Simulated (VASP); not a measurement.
Here is a VASP 6.6.1 calculation.

The input INCAR:

```
SYSTEM = TiPdSe4
  PREC = Accurate
  ENCUT = 600
  EDIFF = 1E-7
  ISMEAR = 0
  SIGMA = 0.15
  LREAL = .False.
  LASPH = .True.
  NELM = 150
  ALGO = Normal
  ISIF = 3
  LWAVE = .False.
  LCHARG = .False.
  ISPIN = 2
  MAGMOM = 1 0 0 0 0 0
  LORBIT = 11
  LMAXMIX = 4
  GGA = PE
  IBRION = 2
  NSW = 36
  EDIFFG = -0.08
```

Contents of KPOINTS:

```
regular mesh
0
Gamma
  3 3 2
  0 0 0
```

File POSCAR:

```
TiPdSe4
1.0
    4.8418827700      0.0000000000      0.0000000000
    0.0000000000      4.8418827700      0.0000000000
    0.0000000000      0.0000000000      6.7204816800
Ti Pd Se
1 1 4
Direct
    0.5000000000      0.5000000000      0.4638472900
    0.0000000000      0.0000000000      0.9693806000
    0.7621966100      0.7621966100      0.1920377500
    0.2378033900      0.2378033900      0.1920377500
    0.2378033900      0.7621966100      0.1920377500
    0.7621966100      0.2378033900      0.1920377500
```

Potentials or basis: VASP PAW PBE potentials, release 64 (Ti_sv, Pd, Se).

The run is started by

```bash
$ cat potpaw_PBE.64/Ti_sv/POTCAR potpaw_PBE.64/Pd/POTCAR potpaw_PBE.64/Se/POTCAR > POTCAR
$ mpirun -np 1 vasp_std > vasp.out
```

**Question.** What does it give for the net moment?

**Answer.** 0.00 μB per cell.

**Question.** What does it give for the band gap on the k mesh?

**Answer.** 0.19 eV (least direct gap 0.38 eV).

**Question.** What does it give for the space group after relaxing (to 0.1 Å)?

**Answer.** P4mm (No. 99).

**Question.** What does it give for the relaxed cell?

**Answer.** a = 6.707 Å, b = 6.707 Å, c = 4.748 Å, α = 90.00°, β = 90.00°, γ = 90.00°.

Stress tensor (GPa, compression positive):
```
 0.09  0.00  0.00
 0.00  0.09  0.00
 0.00  0.00 -0.01
```

Caveat: the k points lie up to 0.66 Å⁻¹ apart in the final cell; an odd mesh through Γ misses points on the zone boundary, where band edges can lie.
